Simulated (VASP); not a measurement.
# Ag (Fm-3m) in VASP: further runs

The runs below take Ag through single point, with PBE.

Everything below comes from runs of VASP 6.6.1. Logs are shortened: lines on timing, memory, paths and dates and some standing lists are left out, and cuts for length are marked.

### 1 The cell of the first run

Symmetry: Fm-3m, No. 225, cubic system. The conventional cell has a = 4.019 Å, b = 4.019 Å, c = 4.019 Å, α = 90.00°, β = 90.00°, γ = 90.00°. Within 3.7 Å of Ag (site symmetry m-3m) lie 12 Ag at 2.84 Å.

### 2 Single point, PBE (volume scaled by 0.91)

File INCAR:

```
PREC = Accurate
ENCUT = 520
EDIFF = 1E-6
ISMEAR = 0
SIGMA = 0.1
LREAL = F
LASPH = T
NELM = 60
ALGO = Fast
ISIF = 2
LWAVE = F
LCHARG = F
GGA = PE
NBANDS = 12
```

File KPOINTS:

```
regular mesh
0
Gamma
  18 18 18
```

File POSCAR:

```
Ag
1.0
    0.0000000000      2.0094161201      2.0094161201
    2.0094161201      0.0000000000      2.0094161201
    2.0094161201      2.0094161201      0.0000000000
Ag
1
Direct
    0.0000000000      0.0000000000      0.0000000000
```

Potentials or basis: VASP PAW PBE potentials, release 64 (Ag).

The run is started by

```sh
$ cat potpaw_PBE.64/Ag/POTCAR > POTCAR
$ mpirun -np 1 vasp_std > vasp.out
```

OUTCAR:

```text
PREC = Accurate
   ENCUT = 520
   EDIFF = 1E-6
   ISMEAR = 0
   LREAL = F
   LASPH = T
   NELM = 60
   ISIF = 2
   GGA = PE

 ion  position               nearest neighbor table
   1  0.000  0.000  0.000-

  LATTYP: Found a face centered cubic cell.
 ALAT       =     4.0188322402

  Lattice vectors:

 A1 = (   0.0000000000,   2.0094161201,   2.0094161201)
 A2 = (   2.0094161201,   0.0000000000,   2.0094161201)
 A3 = (   2.0094161201,   2.0094161201,   0.0000000000)

Analysis of symmetry for initial positions (statically):
=====================================================================
 Subroutine PRICEL returns:
 Original cell was already a primitive cell.

 Routine SETGRP: Setting up the symmetry group for a
 face centered cubic supercell.

 Subroutine GETGRP returns: Found 48 space group operations
 (whereof 48 operations were pure point group operations)
 out of a pool of 48 trial point group operations.

The static configuration has the point symmetry O_h .

Analysis of symmetry for dynamics (positions and initial velocities):
=====================================================================
 Subroutine PRICEL returns:
 Original cell was already a primitive cell.

 Routine SETGRP: Setting up the symmetry group for a
 face centered cubic supercell.

 Subroutine GETGRP returns: Found 48 space group operations
 (whereof 48 operations were pure point group operations)
 out of a pool of 48 trial point group operations.

The dynamic configuration has the point symmetry O_h .

 Subroutine INISYM returns: Found 48 space group operations
 (whereof 48 operations are pure point group operations),
 and found     1 'primitive' translations

----------------------------------------------------------------------------------------

                                     Primitive cell

  volume of cell :      16.2271

  direct lattice vectors                    reciprocal lattice vectors
     0.000000000  2.009416120  2.009416120    -0.248828500  0.248828500  0.248828500
     2.009416120  0.000000000  2.009416120     0.248828500 -0.248828500  0.248828500
     2.009416120  2.009416120  0.000000000     0.248828500  0.248828500 -0.248828500

  length of vectors
     2.841743529  2.841743529  2.841743529     0.430983605  0.430983605  0.430983605

  position of ions in fractional coordinates (direct lattice)
     0.000000000  0.000000000  0.000000000

  ion indices of the primitive-cell ions
   primitive index   ion index
                 1           1

----------------------------------------------------------------------------------------

 KPOINTS: regular mesh

Automatic generation of k-mesh.
 Grid dimensions read from file:
 generate k-points for:   18   18   18

 Generating k-lattice:

  Cartesian coordinates                     Fractional coordinates (reciprocal lattice)
    -0.013823806  0.013823806  0.013823806     0.055555556  0.000000000  0.000000000
     0.013823806 -0.013823806  0.013823806     0.000000000  0.055555556  0.000000000
     0.013823806  0.013823806 -0.013823806     0.000000000  0.000000000  0.055555556

  Length of vectors
     0.023943534  0.023943534  0.023943534

  Shift w.r.t. Gamma in fractional coordinates (k-lattice)
     0.000000000  0.000000000  0.000000000

 Subroutine IBZKPT returns following result:
 ===========================================

 Found    195 irreducible k-points:

 Following reciprocal coordinates:
            Coordinates               Weight
  0.000000  0.000000  0.000000      1.000000
  0.055556  0.000000  0.000000      8.000000
  0.111111  0.000000  0.000000      8.000000
  0.166667  0.000000  0.000000      8.000000
  0.222222  0.000000  0.000000      8.000000
  0.277778  0.000000  0.000000      8.000000
[... 16 lines left out ...]
 -0.277778  0.055556  0.000000     24.000000
 -0.222222  0.055556  0.000000     24.000000
 [... further k-points ...]
   k-points           NKPTS =    195   k-points in BZ     NKDIM =    195   number of bands    NBANDS=     12
   number of dos      NEDOS =    301   number of ions     NIONS =      1
   total plane-waves  NPLWV =  13824
   dimension x,y,z NGX =    24 NGY =   24 NGZ =   24
   dimension x,y,z NGXF=    48 NGYF=   48 NGZF=   48
   ions per type =               1
   NGX,Y,Z   is equivalent  to a cutoff of  14.04, 14.04, 14.04 a.u.
   NGXF,Y,Z  is equivalent  to a cutoff of  28.08, 28.08, 28.08 a.u.
 SYSTEM =  unknown system
   PREC   = accura    normal or accurate (medium, high low for compatibility)
   ISTART =      0    job   : 0-new  1-cont  2-samecut
   ICHARG =      2    charge: 1-file 2-atom 10-const
   ISPIN  =      1    spin polarized calculation?
   LNONCOLLINEAR =      F non collinear calculations
   LSORBIT =      F    spin-orbit coupling
   LASPH  =      T    aspherical Exc in radial PAW
   ENCUT  =  520.0 eV  38.22 Ry    6.18 a.u.   5.28  5.28  5.28*2*pi/ulx,y,z
   NELM   =     60;   NELMIN=  2; NELMDL= -5     # of ELM steps
   EDIFF  = 0.1E-05   stopping-criterion for ELM
   LREAL  =      F    real-space projection
   EDIFFG = 0.1E-04   stopping-criterion for IOM
   NSW    =      0    number of steps for IOM
   IBRION =     -1    ionic relax: 0-MD 1-quasi-New 2-CG
   NFREE  =      0    steps in history (QN), initial steepest desc. (CG)
   ISIF   =      2    stress and relaxation
   ISYM   =      2    0-nonsym 1-usesym 2-fastsym
   POTIM  = 0.5000    time-step for ionic-motion
   TEBEG  =    0.0;   TEEND  =   0.0 temperature during run
   PSTRESS=    0.0 pullay stress
   NELECT =      11.0000    total number of electrons
   NUPDOWN=      -1.0000    fix difference up-down
   EMIN   =  10.00;   EMAX   =-10.00  energy-range for DOS
   EFERMI =   0.00;   METHOD = LEGACY
   ISMEAR =     0;   SIGMA  =   0.10  broadening in eV -4-tet -1-fermi 0-gaus
   EFERMI_NEDOS =   21; number of points for ismear=-14 and -15
   IALGO  =     68    algorithm
   IMIX   =      4    mixing-type and parameters
     AMIX     =   0.40;   BMIX     =  1.00
     AMIX_MAG =   1.60;   BMIX_MAG =  1.00
  volume/ion in A,a.u.               =      16.23       109.51
  Fermi-wavevector in a.u.,A,eV,Ry     =   1.438111  2.717636 28.139083  2.068164
  Thomas-Fermi vector in A             =   2.557114
   LORBIT       =      0    0 simple, 1 ext, 2 COOP (PROOUT), +10 PAW based schemes
   GGA     = PE    functional components
   LHFCALC =     F    Hartree Fock is set to
   AEXX    =    0.0000 exact exchange contribution
   IVDW    =     0    specifies the selected vdW correction
   LEPSILON=     F    determine dielectric tensor
   LRPA    =     F    only Hartree local field effects (RPA)
 non-spin polarized calculation
 RMM-DIIS sequential band-by-band and
 Gauss-broadening in eV      SIGMA  =   0.10
  energy-cutoff  :      520.00
  volume of cell :       16.23
 maximum number of plane-waves:       448
 NGX is ok and might be reduce to    24
   NGX = 11   NGY = 11   NGZ = 11

 number of electron      11.0000002 magnetization

 Free energy of the ion-electron system (eV)
  ---------------------------------------------------
  ext. energy  EPLUGINS =         0.00000000
  ---------------------------------------------------
  free energy    TOTEN  =        -2.67017157 eV

  energy without entropy =       -2.66921303  energy(sigma->0) =       -2.66969230

 E-fermi :   9.1213     XC(G=0): -12.5078

 val. band max:        9.0746544296   @ k =   0.5000   0.2778   0.1111
 cond. band min:       9.2785561130   @ k =   0.5000   0.3333   0.1111
 fundamental gap:      0.2039016834
 Fermi energy:         9.1213340090

 k-point     1 :       0.0000    0.0000    0.0000
  band No.  band energies     occupation
      1       0.9984      2.00000
      2       4.1459      2.00000
      3       4.1459      2.00000
      4       4.1459      2.00000
      5       5.2748      2.00000
      6       5.2748      2.00000
      7      25.2612      0.00000
      8      29.1338      0.00000
      9      29.1338      0.00000
     10      29.1338      0.00000
     11      34.0675      0.00000
     12      35.5553      0.00000

 k-point     2 :       0.0556    0.0000    0.0000
  band No.  band energies     occupation
      1       1.0992      2.00000
      2       4.1207      2.00000
      3       4.1751      2.00000
      4       4.1751      2.00000
      5       5.2630      2.00000
      6       5.2630      2.00000
      7      25.3013      0.00000
      8      28.2937      0.00000
      9      29.1918      0.00000
     10      29.1918      0.00000
     11      34.3050      0.00000
     12      35.4132      0.00000

 k-point     3 :       0.1111    0.0000    0.0000
  band No.  band energies     occupation
      1       1.3902      2.00000
      2       4.0616      2.00000
      3       4.2512      2.00000
      4       4.2512      2.00000
      5       5.2397      2.00000
      6       5.2397      2.00000
      7      25.1718      0.00000
      8      26.8074      0.00000
      9      29.3417      0.00000
     10      29.3417      0.00000
     11      33.4665      0.00000
     12      34.9163      0.00000
[... 286 lines left out ...]
 k-point    23 :      -0.2778    0.0556    0.0000
  band No.  band energies     occupation
      1       2.6204      2.00000
      2       4.2860      2.00000
      3       4.3541      2.00000
      4       4.7775      2.00000
      5       5.4271      2.00000
      6       5.9540      2.00000
      7      18.9180      0.00000
      8      25.3060      0.00000
      9      27.7612      0.00000
     10      30.3582      0.00000
     11      31.9159      0.00000
     12      32.2046      0.00000

 k-point    24 :      -0.2222    0.0556    0.0000
  band No.  band energies     occupation
      1       2.4662      2.00000
      2       4.1397      2.00000
      3       4.4104      2.00000
      4       4.4239      2.00000
      5       5.2188      2.00000
      6       5.6152      2.00000
      7      21.0936      0.00000
      8      25.6417      0.00000
      9      28.3003      0.00000
     10      31.0255      0.00000
     11      31.3796      0.00000
     12      32.4956      0.00000

 [... further k-points ...]
[... 5 lines left out ...]
  --------------------------------------------------------------------------------------
  -------------------------------------------------------------------------------------
  Total        1.1369315      1.1369315      1.1369315     -0.0000000      0.0000000     -0.0000000
  in kB      112.2548789    112.2548789    112.2548789     -0.0000000      0.0000000     -0.0000000
  external PRESSURE =     112.2548789 kB  Pullay stress =       0.0000000 kB

 VOLUME and BASIS-vectors are now :
 -----------------------------------------------------------------------------
  energy-cutoff  :      520.00
  volume of cell :       16.23
      direct lattice vectors                 reciprocal lattice vectors
     0.000000000  2.009416120  2.009416120    -0.248828500  0.248828500  0.248828500
     2.009416120  0.000000000  2.009416120     0.248828500 -0.248828500  0.248828500
     2.009416120  2.009416120  0.000000000     0.248828500  0.248828500 -0.248828500

 POSITION                                       TOTAL-FORCE (eV/Angst)
 -----------------------------------------------------------------------------------
      0.00000      0.00000      0.00000        -0.000000      0.000000      0.000000
 -----------------------------------------------------------------------------------
    total drift:                               -0.000000      0.000000     -0.000000

  FREE ENERGIE OF THE ION-ELECTRON SYSTEM (eV)
  ---------------------------------------------------
  free  energy   TOTEN  =        -2.6701715670 eV

  energy  without entropy=       -2.6692130283  energy(sigma->0) =       -2.66969230
```

Run time: 21 s. Hardware: 1 thread of Intel Xeon 6975P-C, shared host; peak memory 0.17 GiB.

Results:

```yaml
Free_energy: -2.6702 eV
Pressure: 11.2 GPa
```

Levels at points of the mesh, in eV from the Fermi level:
```
           k point  band 4  band 5  band 6  band 7  band 8  band 9
(0.00, 0.00, 0.00)   -4.98   -3.85   -3.85   16.14   20.01   20.01
(0.50, 0.00, 0.00)   -2.98   -2.98   -0.52    3.91   15.38   18.41
(0.50, 0.50, 0.00)   -2.75   -2.75    1.58    7.16   10.94   10.94
```

### 3 Single point, PBE (volume scaled by 1.10)

File INCAR:

```
SYSTEM = Ag
ALGO     = Fast           ! electronic algorithm
EDIFF    = 1E-6           ! SCF threshold, eV
ENCUT    = 520            ! plane-wave cutoff, eV
GGA      = PE             ! functional
ISIF     = 2              ! what is computed and relaxed
ISMEAR   = 0              ! smearing method
LASPH    = .True.         ! aspherical terms in the spheres
LCHARG   = .False.        ! write CHGCAR
LREAL    = .False.        ! projectors in reciprocal space
LWAVE    = .False.        ! write WAVECAR
NBANDS   = 12             ! bands
NELM     = 100            ! most SCF steps
PREC     = Accurate       ! precision mode
SIGMA    = 0.1            ! smearing width, eV
```

File KPOINTS:

```
k-points
0
Gamma
  18 18 18
  0 0 0
```

File POSCAR:

```
Ag
1.0
    0.0000000000      2.1405250415      2.1405250415
    2.1405250415      0.0000000000      2.1405250415
    2.1405250415      2.1405250415      0.0000000000
Ag
1
Direct
    0.0000000000      0.0000000000      0.0000000000
```

Potentials or basis: VASP PAW PBE potentials, release 64 (Ag).

The run is started by

```sh
$ cat potpaw_PBE.64/Ag/POTCAR > POTCAR
$ mpirun -np 1 vasp_std > vasp.out
```

Run time: 16 s. Hardware: 1 thread of Intel Xeon 6975P-C, shared host; peak memory 0.17 GiB.

It converged, with:

| Quantity | Value |
| --- | --- |
| Free energy | -2.6800 eV |
| Pressure | -6.6 GPa |

Levels at points of the mesh, in eV from the Fermi level:
```csv
k point,band 4,band 5,band 6,band 7,band 8,band 9
"(0.00, 0.00, 0.00)",-4.35,-3.55,-3.55,15.66,18.41,18.41
"(0.50, 0.00, 0.00)",-2.92,-2.92,-0.03,2.89,14.88,16.43
"(0.50, 0.50, 0.00)",-2.76,-2.76,1.73,5.72,9.96,9.96
```
